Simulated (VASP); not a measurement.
# Au (Fm-3m) in VASP: density of states with PBEsol

Aim: the density of states of Au with PBEsol.

Everything below comes from runs of VASP 6.6.1. Logs are shortened: lines on timing, memory, paths and dates and some standing lists are left out, and cuts for length are marked.

**1. The cell of the first run**

The structure is cubic, space group Fm-3m (No. 225). The conventional cell has a = 4.083 Å, b = 4.083 Å, c = 4.083 Å, α = 90.00°, β = 90.00°, γ = 90.00°. Within 3.8 Å of Au (site symmetry m-3m) lie 12 Au at 2.89 Å.

**2. Density of states, PBEsol**

The input, POSCAR:

```
Au
1.0
    0.0000000000      2.0416358840      2.0416358840
    2.0416358840      0.0000000000      2.0416358840
    2.0416358840      2.0416358840      0.0000000000
Au
1
Direct
    0.0000000000      0.0000000000      0.0000000000
```

The input, INCAR.step1:

```
SYSTEM = Au
PREC = Accurate
ENCUT = 520
EDIFF = 1E-6
ISMEAR = -1
SIGMA = 0.05
LREAL = .FALSE.
LASPH = .TRUE.
NELM = 100
ALGO = Normal
ISIF = 2
LWAVE = .FALSE.
LCHARG = .TRUE.
LMAXMIX = 4
GGA = PS
NBANDS = 12
```

The input, KPOINTS.step1:

```
Automatic mesh
0
G
  16 16 16
  0 0 0
```

The input, INCAR.step2:

```
SYSTEM = Au
PREC = Accurate
ENCUT = 520
EDIFF = 1E-6
ISMEAR = -5
SIGMA = 0.05
LREAL = .FALSE.
LASPH = .TRUE.
NELM = 100
ALGO = Normal
ISIF = 2
LWAVE = .FALSE.
LCHARG = .FALSE.
LMAXMIX = 4
GGA = PS
LORBIT = 11
NBANDS = 12
NEDOS = 2001
ICHARG = 11
```

The input, KPOINTS.step2:

```
Automatic mesh
0
G
  24 24 24
  0 0 0
```

Potentials or basis: VASP PAW PBE potentials, release 64 (Au).

The run is started by

```bash
$ cat potpaw_PBE.64/Au/POTCAR > POTCAR
$ cp INCAR.step1 INCAR
$ cp KPOINTS.step1 KPOINTS
$ mpirun -np 1 vasp_std > vasp.out
$ cp INCAR.step2 INCAR
$ cp KPOINTS.step2 KPOINTS
$ mpirun -np 1 vasp_std > vasp.out
```

OUTCAR:

```text
SYSTEM = Au
   PREC = Accurate
   ENCUT = 520
   EDIFF = 1E-6
   ISMEAR = -5
   LREAL = .FALSE.
   LASPH = .TRUE.
   NELM = 100
   ISIF = 2
   GGA = PS
   LORBIT = 11
   ICHARG = 11

 ion  position               nearest neighbor table
   1  0.000  0.000  0.000-

  LATTYP: Found a face centered cubic cell.
 ALAT       =     4.0832717680

  Lattice vectors:

 A1 = (   0.0000000000,   2.0416358840,   2.0416358840)
 A2 = (   2.0416358840,   0.0000000000,   2.0416358840)
 A3 = (   2.0416358840,   2.0416358840,   0.0000000000)

Analysis of symmetry for initial positions (statically):
=====================================================================
 Subroutine PRICEL returns:
 Original cell was already a primitive cell.

 Routine SETGRP: Setting up the symmetry group for a
 face centered cubic supercell.

 Subroutine GETGRP returns: Found 48 space group operations
 (whereof 48 operations were pure point group operations)
 out of a pool of 48 trial point group operations.

The static configuration has the point symmetry O_h .

Analysis of symmetry for dynamics (positions and initial velocities):
=====================================================================
 Subroutine PRICEL returns:
 Original cell was already a primitive cell.

 Routine SETGRP: Setting up the symmetry group for a
 face centered cubic supercell.

 Subroutine GETGRP returns: Found 48 space group operations
 (whereof 48 operations were pure point group operations)
 out of a pool of 48 trial point group operations.

The dynamic configuration has the point symmetry O_h .

 Subroutine INISYM returns: Found 48 space group operations
 (whereof 48 operations are pure point group operations),
 and found     1 'primitive' translations

----------------------------------------------------------------------------------------

                                     Primitive cell

  volume of cell :      17.0202

  direct lattice vectors                    reciprocal lattice vectors
     0.000000000  2.041635884  2.041635884    -0.244901652  0.244901652  0.244901652
     2.041635884  0.000000000  2.041635884     0.244901652 -0.244901652  0.244901652
     2.041635884  2.041635884  0.000000000     0.244901652  0.244901652 -0.244901652

  length of vectors
     2.887309157  2.887309157  2.887309157     0.424182103  0.424182103  0.424182103

  position of ions in fractional coordinates (direct lattice)
     0.000000000  0.000000000  0.000000000

  ion indices of the primitive-cell ions
   primitive index   ion index
                 1           1

----------------------------------------------------------------------------------------

 KPOINTS: Automatic mesh

Automatic generation of k-mesh.
 Grid dimensions read from file:
 generate k-points for:   24   24   24

 Generating k-lattice:

  Cartesian coordinates                     Fractional coordinates (reciprocal lattice)
    -0.010204235  0.010204235  0.010204235     0.041666667  0.000000000  0.000000000
     0.010204235 -0.010204235  0.010204235     0.000000000  0.041666667  0.000000000
     0.010204235  0.010204235 -0.010204235     0.000000000  0.000000000  0.041666667

  Length of vectors
     0.017674254  0.017674254  0.017674254

  Shift w.r.t. Gamma in fractional coordinates (k-lattice)
     0.000000000  0.000000000  0.000000000

 TETIRR: Found   1864 inequivalent tetrahedra from    82944

 Subroutine IBZKPT returns following result:
 ===========================================

 Found    413 irreducible k-points:

 Following reciprocal coordinates:
            Coordinates               Weight
  0.000000  0.000000  0.000000      1.000000
  0.041667  0.000000  0.000000      8.000000
  0.083333  0.000000  0.000000      8.000000
  0.125000  0.000000  0.000000      8.000000
  0.166667  0.000000  0.000000      8.000000
  0.208333  0.000000  0.000000      8.000000
[... 16 lines left out ...]
  0.416667  0.041667  0.000000     24.000000
  0.458333  0.041667  0.000000     24.000000
 [... further k-points ...]
   k-points           NKPTS =    413   k-points in BZ     NKDIM =    413   number of bands    NBANDS=     12
   number of dos      NEDOS =   2001   number of ions     NIONS =      1
   total plane-waves  NPLWV =  13824
   dimension x,y,z NGX =    24 NGY =   24 NGZ =   24
   dimension x,y,z NGXF=    48 NGYF=   48 NGZF=   48
   ions per type =               1
   NGX,Y,Z   is equivalent  to a cutoff of  13.82, 13.82, 13.82 a.u.
   NGXF,Y,Z  is equivalent  to a cutoff of  27.64, 27.64, 27.64 a.u.
 SYSTEM =  Au
   PREC   = accura    normal or accurate (medium, high low for compatibility)
   ISTART =      0    job   : 0-new  1-cont  2-samecut
   ICHARG =     11    charge: 1-file 2-atom 10-const
   ISPIN  =      1    spin polarized calculation?
   LNONCOLLINEAR =      F non collinear calculations
   LSORBIT =      F    spin-orbit coupling
   LASPH  =      T    aspherical Exc in radial PAW
   ENCUT  =  520.0 eV  38.22 Ry    6.18 a.u.   5.37  5.37  5.37*2*pi/ulx,y,z
   NELM   =    100;   NELMIN=  2; NELMDL=  0     # of ELM steps
   EDIFF  = 0.1E-05   stopping-criterion for ELM
   LREAL  =      F    real-space projection
   EDIFFG = 0.1E-04   stopping-criterion for IOM
   NSW    =      0    number of steps for IOM
   IBRION =     -1    ionic relax: 0-MD 1-quasi-New 2-CG
   NFREE  =      0    steps in history (QN), initial steepest desc. (CG)
   ISIF   =      2    stress and relaxation
   ISYM   =      2    0-nonsym 1-usesym 2-fastsym
   POTIM  = 0.5000    time-step for ionic-motion
   TEBEG  =    0.0;   TEEND  =   0.0 temperature during run
   PSTRESS=    0.0 pullay stress
   NELECT =      11.0000    total number of electrons
   NUPDOWN=      -1.0000    fix difference up-down
   EMIN   =  10.00;   EMAX   =-10.00  energy-range for DOS
   EFERMI =   0.00;   METHOD = LEGACY
   ISMEAR =    -5;   SIGMA  =   0.05  broadening in eV -4-tet -1-fermi 0-gaus
   EFERMI_NEDOS =   21; number of points for ismear=-14 and -15
   IALGO  =     38    algorithm
   IMIX   =      4    mixing-type and parameters
     AMIX     =   0.40;   BMIX     =  1.00
     AMIX_MAG =   1.60;   BMIX_MAG =  1.00
  volume/ion in A,a.u.               =      17.02       114.86
  Fermi-wavevector in a.u.,A,eV,Ry     =   1.415416  2.674748 27.257946  2.003402
  Thomas-Fermi vector in A             =   2.536857
   LORBIT       =     11    0 simple, 1 ext, 2 COOP (PROOUT), +10 PAW based schemes
   GGA     = PS    functional components
   LHFCALC =     F    Hartree Fock is set to
   AEXX    =    0.0000 exact exchange contribution
   IVDW    =     0    specifies the selected vdW correction
   LEPSILON=     F    determine dielectric tensor
   LRPA    =     F    only Hartree local field effects (RPA)
 non-spin polarized calculation
 Fermi weights with tetrahedron method with Bloechl corrections
  energy-cutoff  :      520.00
  volume of cell :       17.02
 maximum number of plane-waves:       473
 NGX is ok and might be reduce to    24

 number of electron      11.0000000 magnetization

 Free energy of the ion-electron system (eV)
  ---------------------------------------------------
  ext. energy  EPLUGINS =         0.00000000
  ---------------------------------------------------
  free energy    TOTEN  =        -3.92403470 eV

  energy without entropy =       -3.92403470  energy(sigma->0) =       -3.92403470

 E-fermi :   9.3258     XC(G=0): -12.8923

 val. band max:        9.2900388912   @ k =  -0.4583   0.0833   0.0000
 cond. band min:       9.3179532130   @ k =   0.5000   0.3333   0.1250
 fundamental gap:      0.0279143218
 Fermi energy:         9.3257808988

 k-point     1 :       0.0000    0.0000    0.0000
  band No.  band energies     occupation
      1      -0.6351      2.00000
      2       4.6134      2.00000
      3       4.6134      2.00000
      4       4.6134      2.00000
      5       6.1470      2.00000
      6       6.1470      2.00000
      7      23.7973      0.00000
      8      27.7994      0.00000
      9      27.7994      0.00000
     10      27.7994      0.00000
     11      32.6698      0.00000
     12      37.3470      0.00000

 k-point     2 :       0.0417    0.0000    0.0000
  band No.  band energies     occupation
      1      -0.5741      2.00000
      2       4.5927      2.00000
      3       4.6348      2.00000
      4       4.6348      2.00000
      5       6.1368      2.00000
      6       6.1368      2.00000
      7      23.8715      0.00000
      8      27.3721      0.00000
      9      27.8726      0.00000
     10      27.8726      0.00000
     11      33.0597      0.00000
     12      36.4173      0.00000

 k-point     3 :       0.0833    0.0000    0.0000
  band No.  band energies     occupation
      1      -0.3938      2.00000
      2       4.5357      2.00000
      3       4.6948      2.00000
      4       4.6948      2.00000
      5       6.1115      2.00000
      6       6.1115      2.00000
      7      24.0709      0.00000
      8      26.3787      0.00000
      9      28.0855      0.00000
     10      28.0855      0.00000
     11      33.5255      0.00000
     12      35.5602      0.00000
[... 286 lines left out ...]
 k-point    23 :       0.4167    0.0417    0.0000
  band No.  band energies     occupation
      1       1.9829      2.00000
      2       4.6144      2.00000
      3       4.6939      2.00000
      4       6.2994      2.00000
      5       7.2119      2.00000
      6       7.4351      2.00000
      7      14.5612      0.00000
      8      23.6108      0.00000
      9      26.5441      0.00000
     10      27.1057      0.00000
     11      33.6052      0.00000
     12      33.7394      0.00000

 k-point    24 :       0.4583    0.0417    0.0000
  band No.  band energies     occupation
      1       1.9981      2.00000
      2       4.5677      2.00000
      3       4.6429      2.00000
      4       6.7799      2.00000
      5       7.3251      2.00000
      6       8.0628      2.00000
      7      13.2369      0.00000
      8      23.3978      0.00000
      9      26.2986      0.00000
     10      26.5412      0.00000
     11      33.9668      0.00000
     12      34.1696      0.00000

 [... further k-points ...]
[... 5 lines left out ...]
  --------------------------------------------------------------------------------------
  -------------------------------------------------------------------------------------
  Total       -0.0545411     -0.0545411     -0.0545411      0.0000000      0.0000000     -0.0000000
  in kB       -5.1341644     -5.1341644     -5.1341644      0.0000000      0.0000000     -0.0000000
  external PRESSURE =      -5.1341644 kB  Pullay stress =       0.0000000 kB

 VOLUME and BASIS-vectors are now :
 -----------------------------------------------------------------------------
  energy-cutoff  :      520.00
  volume of cell :       17.02
      direct lattice vectors                 reciprocal lattice vectors
     0.000000000  2.041635884  2.041635884    -0.244901652  0.244901652  0.244901652
     2.041635884  0.000000000  2.041635884     0.244901652 -0.244901652  0.244901652
     2.041635884  2.041635884  0.000000000     0.244901652  0.244901652 -0.244901652

 POSITION                                       TOTAL-FORCE (eV/Angst)
 -----------------------------------------------------------------------------------
      0.00000      0.00000      0.00000         0.000000      0.000000      0.000000
 -----------------------------------------------------------------------------------
    total drift:                               -0.000000      0.000000      0.000000

  FREE ENERGIE OF THE ION-ELECTRON SYSTEM (eV)
  ---------------------------------------------------
  free  energy   TOTEN  =        -3.9240346978 eV

  energy  without entropy=       -3.9240346978  energy(sigma->0) =       -3.92403470

 total charge

# of ion       s       p       d       tot
------------------------------------------
    1        0.535   0.360   8.750   9.645
```

Wall time 20 s (1 thread of Intel Xeon 6975P-C (Granite Rapids), shared host); peak memory 0.2 GiB.

What came out:

| Property | Result |
| --- | --- |
| Valence electrons inside the program's atomic spheres | Au 9.64 |

Caveat: the PAW data sets were made with another functional, which shifts forces and pressure a little; spin-orbit coupling is left out, which moves the levels of the heavy elements; tetrahedron occupations give inexact forces and stress in metals.
